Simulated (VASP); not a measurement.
Write the native input for VASP 6.6.1 that does the following.

- Task: single point
- Functional: PBE
- Dispersion: D3(BJ)
- Potentials or basis: VASP PAW PBE potentials, release 64 (Ta_pv, N)
- Cutoff: 520 eV
- k mesh: 18 × 18 × 14
- Occupations: gaussian, width 0.1 eV
- Spin: no spin polarisation
- Dipole correction: no
- Further INCAR settings: ALGO = Normal; EDIFF = 1e-06; NBANDS = 15

The structure of TaN lies in POSCAR:

```
TaN
1.0
    2.9285132344      0.0000000000      0.0000000000
   -1.4642566172      2.5361668563      0.0000000000
    0.0000000000      0.0000000000      2.8807930988
Ta N
1 1
Direct
    0.3333333333      0.6666666667      0.5000000000
    0.0000000000      0.0000000000      0.0000000000
```

One way to write it, as run:

INCAR

```
SYSTEM = TaN
PREC = Accurate
ENCUT = 520
EDIFF = 1E-6
ISMEAR = 0
SIGMA = 0.1
LREAL = .False.
LASPH = .True.
NELM = 60
ALGO = Normal
ISIF = 2
LWAVE = .False.
LCHARG = .True.
GGA = PE
IVDW = 12
LELF = .True.
LVHAR = .True.
NBANDS = 15
```

KPOINTS

```
regular mesh
0
Gamma
  18 18 14
  0 0 0
```

Potentials or basis: VASP PAW PBE potentials, release 64 (Ta_pv, N).

Command:

```console
$ cat potpaw_PBE.64/Ta_pv/POTCAR potpaw_PBE.64/N/POTCAR > POTCAR
$ mpirun -np 1 vasp_std > vasp.out
```

Results of the run:

* Pressure: 0.7 GPa
* Band gap on the k mesh: zero (bands 8 and 9 overlap by 0.30 eV)
* Dispersion energy per atom: -0.469 eV

Caveat: spin-orbit coupling is left out, which moves the levels of the heavy elements.

Run time: 33 s on 1 thread of Intel(R) Xeon(R) 6975P-C (Granite Rapids), with other jobs on the host, peak memory 0.23 GiB.
